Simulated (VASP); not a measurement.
Write the native input for VASP 6.6.1 that does the following.

- Task: single point
- Functional: PBE
- Potentials or basis: VASP PAW PBE potentials, release 64 (Co)
- Cutoff: 520 eV
- k mesh: 21 × 21 × 12
- Occupations: gaussian, width 0.15 eV
- Spin: collinear spin, ferromagnetic start
- Starting moments: [1.86, 1.86] μB
- Dipole correction: no
- Further INCAR settings: ALGO = Normal; EDIFF = 1e-06; NBANDS = 20

The structure of Co lies in POSCAR:

```
Co
1.0
    2.5432000000      0.0000000000      0.0000000000
   -1.2716000000      2.2024758069      0.0000000000
    0.0000000000      0.0000000000      4.5161000000
Co
2
Direct
    0.3333333333      0.6666666667      0.2500000000
    0.6666666667      0.3333333333      0.7500000000
```

These files were run (other wordings do the same):

INCAR

```
SYSTEM = Co
PREC     = Accurate       ! precision mode
ENCUT    = 520            ! plane-wave cutoff, eV
EDIFF    = 1E-6           ! SCF threshold, eV
ISMEAR   = 0              ! smearing method
SIGMA    = 0.15           ! smearing width, eV
LREAL    = .FALSE.        ! projectors in reciprocal space
LASPH    = .TRUE.         ! aspherical terms in the spheres
NELM     = 150            ! most SCF steps
ALGO     = Normal         ! electronic algorithm
ISIF     = 2              ! what is computed and relaxed
LWAVE    = .FALSE.        ! write WAVECAR
LCHARG   = .FALSE.        ! write CHGCAR
ISPIN    = 2              ! spin polarisation
MAGMOM   = 1.86 1.86      ! initial moments
LORBIT   = 11             ! projections on sites
LMAXMIX  = 4              ! l up to which the mixer works
GGA      = PE             ! functional
NBANDS   = 20             ! bands
```

KPOINTS

```
regular mesh
0
G
  21 21 12
  0 0 0
```

Potentials or basis: VASP PAW PBE potentials, release 64 (Co).

Command:

```sh
$ cat potpaw_PBE.64/Co/POTCAR > POTCAR
$ mpirun -np 1 vasp_std > vasp.out
```

It gave:

* Pressure: -20.8 GPa
* Net moment: 3.50 μB per cell
* Site moments: Co +1.79 μB
* Valence electrons inside the program's atomic spheres: Co 8.02

Caveat: the cell stands under tension.

Run time: 2.1 min on 1 thread of Intel(R) Xeon(R) 6975P-C (Granite Rapids), on a shared host, peak memory 0.33 GiB.
